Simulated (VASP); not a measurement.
Wanted: the native input for a VASP 6.6.1 run.

```
Task                   : single point
Functional             : PBE
Potentials or basis    : VASP PAW PBE potentials, release 64 (Mo_sv, S)
Cutoff                 : 520 eV
k mesh                 : 7 × 7 × 2
Occupations            : fermi-dirac, width 0.01 eV
Spin                   : no spin polarisation
Dipole correction      : no
Further INCAR settings : ALGO = Normal; EDIFF = 1e-06; NBANDS = 35
```

The structure of MoS2 lies in POSCAR:

```
MoS2
1.0
    3.1400001000      0.0000000000      0.0000000000
   -1.5700000500      2.7193198500      0.0000000000
    0.0000000000      0.0000000000     12.5300000000
Mo S
2 4
Direct
    0.3333333300      0.6666666700      0.2500000000
    0.6666666700      0.3333333300      0.7500000000
    0.3333333300      0.6666666700      0.6250000000
    0.6666666700      0.3333333300      0.1250000000
    0.3333333300      0.6666666700      0.8750000000
    0.6666666700      0.3333333300      0.3750000000
```

One way to write it, as run:

INCAR

```
PREC = Accurate ; ENCUT = 520
EDIFF = 1E-6 ; ISMEAR = -1
SIGMA = 0.01 ; LREAL = False
LASPH = True ; NELM = 100
ALGO = Normal ; ISIF = 2
LWAVE = False ; LCHARG = False
GGA = PE ; NBANDS = 35
```

KPOINTS

```
Automatic mesh
0
Gamma
  7 7 2
```

Potentials or basis: VASP PAW PBE potentials, release 64 (Mo_sv, S).

The run is started by

```sh
$ cat potpaw_PBE.64/Mo_sv/POTCAR potpaw_PBE.64/S/POTCAR > POTCAR
$ mpirun -np 1 vasp_std > vasp.out
```

It gave:

The pressure is 4.3 GPa, the largest force is 0.118 eV/Å and the band gap on the k mesh is 1.12 eV (least direct gap 2.14 eV).

Caveat: the cell stands under pressure; an odd mesh through Γ misses points on the zone boundary, where band edges can lie; this functional lacks dispersion, which binds the layers, so the pressure and a relaxed spacing across them are unreliable.

It took 66 s on 1 thread of Intel Xeon 8259CL, with other jobs on the host, peak memory 0.24 GiB.
